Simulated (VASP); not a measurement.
A run of VASP 6.6.1:

The input INCAR:

```
ALGO = Normal ; EDIFF = 1E-7
ENCUT = 520 ; GGA = PE
ISIF = 2 ; ISMEAR = 0
LASPH = True ; LCHARG = False
LREAL = False ; LWAVE = False
NBANDS = 21 ; NELM = 80
PREC = Accurate ; SIGMA = 0.1
```

Contents of KPOINTS:

```
k-points
0
Gamma
  12 12 12
```

The input POSCAR:

```
Sn
1.0
    0.0000000000      3.3048646560      3.3048646560
    3.3048646560      0.0000000000      3.3048646560
    3.3048646560      3.3048646560      0.0000000000
Sn
2
Direct
    0.5000000000      0.5000000000      0.5000000000
    0.7500000000      0.7500000000      0.7500000000
```

Potentials or basis: VASP PAW PBE potentials, release 64 (Sn_d).

Run with:

```bash
$ cat potpaw_PBE.64/Sn_d/POTCAR > POTCAR
$ mpirun -np 1 vasp_std > vasp.out
```

Hardware: 1 thread of Intel(R) Xeon(R) 6975P-C (Granite Rapids), with other jobs on the host.

Q: How long does it take, and how much memory?

A: Wall time 44 s on 1 thread of Intel(R) Xeon(R) 6975P-C (Granite Rapids), on a shared host, peak memory 0.24 GiB. Counts: scf iterations 13, k points 72.
